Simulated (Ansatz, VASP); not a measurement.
# One calculation of CsCdCl3, two programs

File INCAR:

```
SYSTEM = CsCdCl3
ALGO = Normal
EDIFF = 1E-6
ENCUT = 520
GGA = CA
ISIF = 2
ISMEAR = 0
LASPH = .True.
LCHARG = .True.
LELF = .True.
LREAL = .False.
LVHAR = .True.
LWAVE = .False.
NBANDS = 29
NELM = 80
PREC = Accurate
SIGMA = 0.05
```

File KPOINTS:

```
k-points
0
Gamma
  6 6 6
  0 0 0
```

Contents of POSCAR:

```
CsCdCl3
1.0
    5.2780000000      0.0000000000      0.0000000000
    0.0000000000      5.2780000000      0.0000000000
    0.0000000000      0.0000000000      5.3560000000
Cs Cd Cl
1 1 3
Direct
    0.0000000000      0.0000000000      0.0000000000
    0.5000000000      0.5000000000      0.5000000000
    0.0000000000      0.5000000000      0.5000000000
    0.5000000000      0.0000000000      0.5000000000
    0.5000000000      0.5000000000      0.0000000000
```

Input for Ansatz:

```yaml
crystal:
  lattice:
    - [5.278, 0.0, 0.0]
    - [0.0, 5.278, 0.0]
    - [0.0, 0.0, 5.356]
  atoms:
    - { symbol: Cs, position: [0.0, 0.0, 0.0] }
    - { symbol: Cd, position: [0.5, 0.5, 0.5] }
    - { symbol: Cl, position: [0.0, 0.5, 0.5] }
    - { symbol: Cl, position: [0.5, 0.0, 0.5] }
    - { symbol: Cl, position: [0.5, 0.5, 0.0] }
basis:
  ecutwfc: 420
kpoints:
  mp_grid: { grid: [6, 6, 6] }
hamiltonian:
  xc: lda
scf:
  occupations: { method: gaussian, width: 0.05 }
output:
  forces: true
  stress: true
  eigenvalues: true
```

Change from the starting cell: strain +0.015 along x and y, +0.030 along z, atoms carried along.

Alike in both runs: task single point; functional LDA; k mesh 6 × 6 × 6; occupations gaussian, width 0.05 eV; no spin polarisation.

```csv
,VASP,Ansatz
version,VASP 6.6.1,Ansatz 0.2.0
potentials or method,"VASP PAW LDA potentials, release 64 (Cs_sv, Cd, Cl), cutoff 520 eV","scalar-relativistic, plane waves, PAW"
valence electrons in the cell,42,50
```

```tsv
	VASP	Ansatz	Ansatz less VASP
gap on the k mesh at the Fermi level (eV)	1.42	1.39	-0.026
least direct gap on the mesh (eV)	1.87	1.85	-0.022
pressure (GPa)	-3.4	-3.6	-0.16
traceless stress, the component that is largest in VASP (GPa)	-0.29	-0.27	+0.016
```

LDA's correlation is that of Perdew and Zunger in VASP and of Perdew and Wang (1992) in Ansatz. VASP's potentials hold 42 valence electrons a cell and Ansatz's 50, so a difference there can come from the potentials and not from the codes.

Spin-orbit coupling is off throughout.
